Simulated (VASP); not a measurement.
# CeO2 in VASP: notebook

Aim: see how the results for CeO2 move with the level of theory and the settings. Levels: LDA, PBE. Tasks: single point.

Program: VASP 6.6.1. These are calculated values, not measurements. Logs are shortened: lines on timing, memory, paths and dates and some standing lists are left out, and cuts for length are marked.

### 1 The cell of the first run

Symmetry: Fm-3m, No. 225, cubic system. The conventional cell has a = 5.478 Å, b = 5.478 Å, c = 5.478 Å, α = 90.00°, β = 90.00°, γ = 90.00°. Within 3.1 Å of Ce (site symmetry m-3m) lie 8 O at 2.37 Å. Within 3.1 Å of O (site symmetry -43m) lie 4 Ce at 2.37 Å and 6 O at 2.74 Å.

### 2 Single point, LDA, collinear spin, ferromagnetic start (13.70 Å³/atom)

INCAR

```
SYSTEM = CeO2
ALGO = Normal
EDIFF = 1E-7
ENCUT = 520
ISIF = 2
ISMEAR = -1
ISPIN = 2
LASPH = .TRUE.
LCHARG = .TRUE.
LELF = .TRUE.
LMAXMIX = 6
LORBIT = 11
LREAL = .FALSE.
LVHAR = .TRUE.
LWAVE = .FALSE.
MAGMOM = 1 0 0
NBANDS = 23
NELM = 150
PREC = Accurate
SIGMA = 0.05
```

KPOINTS

```
k-points
0
G
  9 9 9
  0 0 0
```

POSCAR

```
CeO2
1.0
    0.0000000000      2.7392284221      2.7392284221
    2.7392284221      0.0000000000      2.7392284221
    2.7392284221      2.7392284221      0.0000000000
Ce O
1 2
Direct
    0.0000000000      0.0000000000      0.0000000000
    0.7500000000      0.7500000000      0.7500000000
    0.2500000000      0.2500000000      0.2500000000
```

Potentials or basis: VASP PAW LDA potentials, release 64 (Ce, O).

Run with:

```console
$ cat potpaw_LDA.64/Ce/POTCAR potpaw_LDA.64/O/POTCAR > POTCAR
$ mpirun -np 1 vasp_std > vasp.out
```

OUTCAR:

```text
SYSTEM = CeO2
   EDIFF = 1E-7
   ENCUT = 520
   ISIF = 2
   ISMEAR = -1
   ISPIN = 2
   LASPH = .TRUE.
   LORBIT = 11
   LREAL = .FALSE.
   NELM = 150
   PREC = Accurate

 ion  position               nearest neighbor table
   1  0.000  0.000  0.000-   2 2.37   2 2.37   2 2.37   2 2.37   3 2.37   3 2.37   3 2.37   3 2.37

   2  0.750  0.750  0.750-   1 2.37   1 2.37   1 2.37   1 2.37
   3  0.250  0.250  0.250-   1 2.37   1 2.37   1 2.37   1 2.37

  LATTYP: Found a face centered cubic cell.
 ALAT       =     5.4784568442

  Lattice vectors:

 A1 = (   0.0000000000,   2.7392284221,   2.7392284221)
 A2 = (   2.7392284221,   0.0000000000,   2.7392284221)
 A3 = (   2.7392284221,   2.7392284221,   0.0000000000)

Analysis of symmetry for initial positions (statically):
=====================================================================
 Subroutine PRICEL returns:
 Original cell was already a primitive cell.

 Routine SETGRP: Setting up the symmetry group for a
 face centered cubic supercell.

 Subroutine GETGRP returns: Found 48 space group operations
 (whereof 48 operations were pure point group operations)
 out of a pool of 48 trial point group operations.

The static configuration has the point symmetry O_h .

Analysis of symmetry for dynamics (positions and initial velocities):
=====================================================================
 Subroutine PRICEL returns:
 Original cell was already a primitive cell.

 Routine SETGRP: Setting up the symmetry group for a
 face centered cubic supercell.

 Subroutine GETGRP returns: Found 48 space group operations
 (whereof 48 operations were pure point group operations)
 out of a pool of 48 trial point group operations.

The dynamic configuration has the point symmetry O_h .

Analysis of structural, dynamic, and magnetic symmetry:
=====================================================================
 Subroutine PRICEL returns:
 Original cell was already a primitive cell.

 Routine SETGRP: Setting up the symmetry group for a
 face centered cubic supercell.

 Subroutine GETGRP returns: Found 48 space group operations
 (whereof 48 operations were pure point group operations)
 out of a pool of 48 trial point group operations.

The overall configuration has the point symmetry O_h .

 Subroutine INISYM returns: Found 48 space group operations
 (whereof 48 operations are pure point group operations),
 and found     1 'primitive' translations

----------------------------------------------------------------------------------------

                                     Primitive cell

  volume of cell :      41.1069

  direct lattice vectors                    reciprocal lattice vectors
     0.000000000  2.739228422  2.739228422    -0.182533153  0.182533153  0.182533153
     2.739228422  0.000000000  2.739228422     0.182533153 -0.182533153  0.182533153
     2.739228422  2.739228422  0.000000000     0.182533153  0.182533153 -0.182533153

  length of vectors
     3.873853985  3.873853985  3.873853985     0.316156695  0.316156695  0.316156695

  position of ions in fractional coordinates (direct lattice)
     0.000000000  0.000000000  0.000000000
     0.750000000  0.750000000  0.750000000
     0.250000000  0.250000000  0.250000000

  ion indices of the primitive-cell ions
   primitive index   ion index
                 1           1
                 2           2
                 3           3

----------------------------------------------------------------------------------------

 KPOINTS: k-points

Automatic generation of k-mesh.
 Grid dimensions read from file:
 generate k-points for:    9    9    9

 Generating k-lattice:

  Cartesian coordinates                     Fractional coordinates (reciprocal lattice)
    -0.020281461  0.020281461  0.020281461     0.111111111  0.000000000  0.000000000
     0.020281461 -0.020281461  0.020281461     0.000000000  0.111111111  0.000000000
     0.020281461  0.020281461 -0.020281461     0.000000000  0.000000000  0.111111111

  Length of vectors
     0.035128522  0.035128522  0.035128522

  Shift w.r.t. Gamma in fractional coordinates (k-lattice)
     0.000000000  0.000000000  0.000000000

 Subroutine IBZKPT returns following result:
 ===========================================

 Found     35 irreducible k-points:

 Following reciprocal coordinates:
            Coordinates               Weight
  0.000000  0.000000  0.000000      1.000000
  0.111111  0.000000  0.000000      8.000000
  0.222222  0.000000  0.000000      8.000000
  0.333333  0.000000  0.000000      8.000000
  0.444444  0.000000  0.000000      8.000000
  0.111111  0.111111  0.000000      6.000000
[... 16 lines left out ...]
 -0.333333  0.333333  0.000000     12.000000
  0.444444  0.444444  0.000000      6.000000
 [... further k-points ...]
   k-points           NKPTS =     35   k-points in BZ     NKDIM =     35   number of bands    NBANDS=     23
   number of dos      NEDOS =    301   number of ions     NIONS =      3
   total plane-waves  NPLWV =  27000
   dimension x,y,z NGX =    30 NGY =   30 NGZ =   30
   dimension x,y,z NGXF=    60 NGYF=   60 NGZF=   60
   ions per type =               1   2
   NGX,Y,Z   is equivalent  to a cutoff of  12.87, 12.87, 12.87 a.u.
   NGXF,Y,Z  is equivalent  to a cutoff of  25.75, 25.75, 25.75 a.u.
 SYSTEM =  CeO2
   PREC   = accura    normal or accurate (medium, high low for compatibility)
   ISTART =      0    job   : 0-new  1-cont  2-samecut
   ICHARG =      2    charge: 1-file 2-atom 10-const
   ISPIN  =      2    spin polarized calculation?
   LNONCOLLINEAR =      F non collinear calculations
   LSORBIT =      F    spin-orbit coupling
   LASPH  =      T    aspherical Exc in radial PAW
   ENCUT  =  520.0 eV  38.22 Ry    6.18 a.u.   7.20  7.20  7.20*2*pi/ulx,y,z
   NELM   =    150;   NELMIN=  2; NELMDL= -5     # of ELM steps
   EDIFF  = 0.1E-06   stopping-criterion for ELM
   LREAL  =      F    real-space projection
   EDIFFG = 0.1E-05   stopping-criterion for IOM
   NSW    =      0    number of steps for IOM
   IBRION =     -1    ionic relax: 0-MD 1-quasi-New 2-CG
   NFREE  =      0    steps in history (QN), initial steepest desc. (CG)
   ISIF   =      2    stress and relaxation
   ISYM   =      2    0-nonsym 1-usesym 2-fastsym
   POTIM  = 0.5000    time-step for ionic-motion
   TEBEG  =    0.0;   TEEND  =   0.0 temperature during run
   PSTRESS=    0.0 pullay stress
   NELECT =      24.0000    total number of electrons
   NUPDOWN=      -1.0000    fix difference up-down
   EMIN   =  10.00;   EMAX   =-10.00  energy-range for DOS
   EFERMI =   0.00;   METHOD = LEGACY
   ISMEAR =    -1;   SIGMA  =   0.05  broadening in eV -4-tet -1-fermi 0-gaus
   EFERMI_NEDOS =   21; number of points for ismear=-14 and -15
   IALGO  =     38    algorithm
   IMIX   =      4    mixing-type and parameters
     AMIX     =   0.40;   BMIX     =  1.00
     AMIX_MAG =   1.60;   BMIX_MAG =  1.00
  volume/ion in A,a.u.               =      13.70        92.47
  Fermi-wavevector in a.u.,A,eV,Ry     =   1.368276  2.585666 25.472539  1.872179
  Thomas-Fermi vector in A             =   2.494254
   LORBIT       =     11    0 simple, 1 ext, 2 COOP (PROOUT), +10 PAW based schemes
   GGA     = CA    functional components
   LHFCALC =     F    Hartree Fock is set to
   AEXX    =    0.0000 exact exchange contribution
   IVDW    =     0    specifies the selected vdW correction
   LEPSILON=     F    determine dielectric tensor
   LRPA    =     F    only Hartree local field effects (RPA)
 spin polarized calculation
  energy-cutoff  :      520.00
  volume of cell :       41.11
 maximum number of plane-waves:      1125
 NGX is ok and might be reduce to    30
   NGX = 15   NGY = 15   NGZ = 15

 number of electron      23.9999992 magnetization      -0.0000737

 number of electron      23.9999992 magnetization       0.0000052

 Free energy of the ion-electron system (eV)
  ---------------------------------------------------
  ext. energy  EPLUGINS =         0.00000000
  ---------------------------------------------------
  free energy    TOTEN  =       -28.76202719 eV

  energy without entropy =      -28.76202718  energy(sigma->0) =      -28.76202719

 E-fermi :   5.4199     XC(G=0): -11.6213

 val. band max:        4.5337144762   @ k =  -0.3333   0.2222   0.0000
 cond. band min:       6.3664897942   @ k =  -0.4444   0.1111   0.0000
 fundamental gap:      1.8327753180
 Fermi energy:         5.4198919276

 spin component 1

 k-point     1 :       0.0000    0.0000    0.0000
  band No.  band energies     occupation
      1     -27.6458      1.00000
      2     -11.3554      1.00000
      3     -10.3557      1.00000
      4      -9.9048      1.00000
      5      -9.9048      1.00000
      6      -9.9048      1.00000
[... 15 lines left out ...]
     22      11.1643      0.00000
     23      16.5358      0.00000

 k-point     2 :       0.1111    0.0000    0.0000
  band No.  band energies     occupation
      1     -27.6255      1.00000
      2     -11.8124      1.00000
      3     -10.4555      1.00000
      4      -9.9321      1.00000
      5      -9.9321      1.00000
      6      -9.4213      1.00000
[... 15 lines left out ...]
     22      11.5387      0.00000
     23      16.1900      0.00000

 k-point     3 :       0.2222    0.0000    0.0000
  band No.  band energies     occupation
      1     -27.5720      1.00000
      2     -12.5206      1.00000
      3     -10.7154      1.00000
      4      -9.9996      1.00000
      5      -9.9996      1.00000
      6      -8.6093      1.00000
[... 15 lines left out ...]
     22      12.2504      0.00000
     23      15.5888      0.00000
[... 495 lines left out ...]
 k-point    23 :      -0.3333    0.3333    0.0000
  band No.  band energies     occupation
      1     -27.4169      1.00000
      2     -13.0653      1.00000
      3     -12.7484      1.00000
      4     -10.2842      1.00000
      5      -8.6166      1.00000
      6      -7.8443      1.00000
[... 15 lines left out ...]
     22      13.3771      0.00000
     23      13.9499      0.00000

 k-point    24 :       0.4444    0.4444    0.0000
  band No.  band energies     occupation
      1     -27.4091      1.00000
      2     -13.7189      1.00000
      3     -11.0728      1.00000
      4     -10.4443      1.00000
      5     -10.4443      1.00000
      6      -6.8720      1.00000
[... 15 lines left out ...]
     22      12.8230      0.00000
     23      14.9479      0.00000

 [... further k-points ...]

 spin component 2

 k-point     1 :       0.0000    0.0000    0.0000
  band No.  band energies     occupation
      1     -27.6458      1.00000
      2     -11.3554      1.00000
      3     -10.3557      1.00000
      4      -9.9048      1.00000
      5      -9.9048      1.00000
      6      -9.9048      1.00000
[... 15 lines left out ...]
     22      11.1643      0.00000
     23      16.5358      0.00000

 k-point     2 :       0.1111    0.0000    0.0000
  band No.  band energies     occupation
      1     -27.6255      1.00000
      2     -11.8124      1.00000
      3     -10.4555      1.00000
      4      -9.9321      1.00000
      5      -9.9321      1.00000
      6      -9.4213      1.00000
[... 15 lines left out ...]
     22      11.5387      0.00000
     23      16.1900      0.00000

 k-point     3 :       0.2222    0.0000    0.0000
  band No.  band energies     occupation
      1     -27.5720      1.00000
      2     -12.5206      1.00000
      3     -10.7153      1.00000
      4      -9.9996      1.00000
      5      -9.9996      1.00000
      6      -8.6093      1.00000
[... 15 lines left out ...]
     22      12.2504      0.00000
     23      15.5888      0.00000
[... 495 lines left out ...]
 k-point    23 :      -0.3333    0.3333    0.0000
  band No.  band energies     occupation
      1     -27.4169      1.00000
      2     -13.0653      1.00000
      3     -12.7484      1.00000
      4     -10.2842      1.00000
      5      -8.6166      1.00000
      6      -7.8443      1.00000
[... 15 lines left out ...]
     22      13.3771      0.00000
     23      13.9499      0.00000

 k-point    24 :       0.4444    0.4444    0.0000
  band No.  band energies     occupation
      1     -27.4091      1.00000
      2     -13.7189      1.00000
      3     -11.0728      1.00000
      4     -10.4443      1.00000
      5     -10.4443      1.00000
      6      -6.8720      1.00000
[... 15 lines left out ...]
     22      12.8230      0.00000
     23      14.9479      0.00000

 [... further k-points ...]

------------------------ aborting loop because EDIFF is reached ----------------------------------------

  FORCE on cell =-STRESS in cart. coord.  units (eV):
  Direction    XX          YY          ZZ          XY          YZ          ZX
  --------------------------------------------------------------------------------------
  -------------------------------------------------------------------------------------
  Total       -2.9256729     -2.9256729     -2.9256729      0.0000000      0.0000000      0.0000000
  in kB     -114.0306512   -114.0306512   -114.0306512      0.0000000      0.0000000      0.0000000
  external PRESSURE =    -114.0306512 kB  Pullay stress =       0.0000000 kB

 VOLUME and BASIS-vectors are now :
 -----------------------------------------------------------------------------
  energy-cutoff  :      520.00
  volume of cell :       41.11
      direct lattice vectors                 reciprocal lattice vectors
     0.000000000  2.739228422  2.739228422    -0.182533153  0.182533153  0.182533153
     2.739228422  0.000000000  2.739228422     0.182533153 -0.182533153  0.182533153
     2.739228422  2.739228422  0.000000000     0.182533153  0.182533153 -0.182533153

 POSITION                                       TOTAL-FORCE (eV/Angst)
 -----------------------------------------------------------------------------------
      0.00000      0.00000      0.00000        -0.000000     -0.000000     -0.000000
      4.10884      4.10884      4.10884         0.000000      0.000000     -0.000000
      1.36961      1.36961      1.36961         0.000000     -0.000000      0.000000
 -----------------------------------------------------------------------------------
    total drift:                                0.000000     -0.000000      0.000000

  FREE ENERGIE OF THE ION-ELECTRON SYSTEM (eV)
  ---------------------------------------------------
  free  energy   TOTEN  =       -28.7620271900 eV

  energy  without entropy=      -28.7620271817  energy(sigma->0) =      -28.76202719

 total charge

# of ion       s       p       d       f       tot
--------------------------------------------------
    1        2.019   5.794   0.851   0.970   9.634
    2        1.564   3.402   0.000   0.000   4.966
    3        1.564   3.402   0.000   0.000   4.966
--------------------------------------------------
tot          5.147  12.598   0.851   0.970  19.565

 magnetization (x)

# of ion       s       p       d       f       tot
--------------------------------------------------
    1        0.000   0.000  -0.000  -0.000  -0.000
    2        0.000   0.000   0.000   0.000   0.000
    3        0.000   0.000   0.000   0.000   0.000
--------------------------------------------------
tot          0.000   0.000  -0.000  -0.000   0.000
```

Wall time 1.8 min (1 thread of AMD EPYC 9R45 (Zen 5), shared host); peak memory 0.18 GiB.

Results:

| Quantity | Value |
| --- | --- |
| Free energy | -28.7620 eV |
| Pressure | -11.4 GPa |
| Band gap on the k mesh | 1.83 eV (least direct gap 1.89 eV) |
| Net moment | 0.00 μB per cell |
| Valence electrons inside the program's atomic spheres | Ce 9.63; O 4.97 |

Caveat: the magnetic or orbital state may not be the lowest; the cell stands under tension; spin-orbit coupling is left out, which moves the levels of the heavy elements; an odd mesh through Γ misses points on the zone boundary, where band edges can lie; semilocal functionals describe open f shells poorly, which spoils levels, moments and volumes.

[end of part 1 of 2]
